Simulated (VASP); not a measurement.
A run of VASP 6.6.1 is set up as follows.

Contents of INCAR:

```
SYSTEM = WS2
PREC = Accurate
ENCUT = 520
EDIFF = 1E-7
ISMEAR = 0
SIGMA = 0.015
LREAL = .False.
LASPH = .True.
NELM = 80
ALGO = Normal
ISIF = 2
LWAVE = .False.
LCHARG = .False.
GGA = PE
NBANDS = 20
```

The input KPOINTS:

```
Automatic mesh
0
Gamma
  10 10 2
  0 0 0
```

POSCAR

```
WS2
1.0
    3.1835163552      0.0000000000      0.0000000000
   -1.5917581776      2.7570060369      0.0000000000
    0.0000000000      0.0000000000     16.9505778900
W S
1 2
Direct
    0.0000000000      0.0000000000      0.0000000000
    0.3333333333      0.6666666667      0.0920005100
    0.3333333333      0.6666666667      0.9079994900
```

Potentials or basis: VASP PAW PBE potentials, release 64 (W_sv, S).

Command:

```sh
$ cat potpaw_PBE.64/W_sv/POTCAR potpaw_PBE.64/S/POTCAR > POTCAR
$ mpirun -np 1 vasp_std > vasp.out
```

Task: What does it give for the largest force?

Result: 0.263 eV/Å.

Task: What does it give for the band gap on the k mesh?

Result: 2.00 eV, indirect (least direct gap 2.16 eV).

Forces in eV/Å, atoms in the order of the input:
```
W    0.000  0.000  0.000
S    0.000  0.000  0.263
S    0.000  0.000 -0.263
```

Caveat: spin-orbit coupling is left out, which moves the levels of the heavy elements.
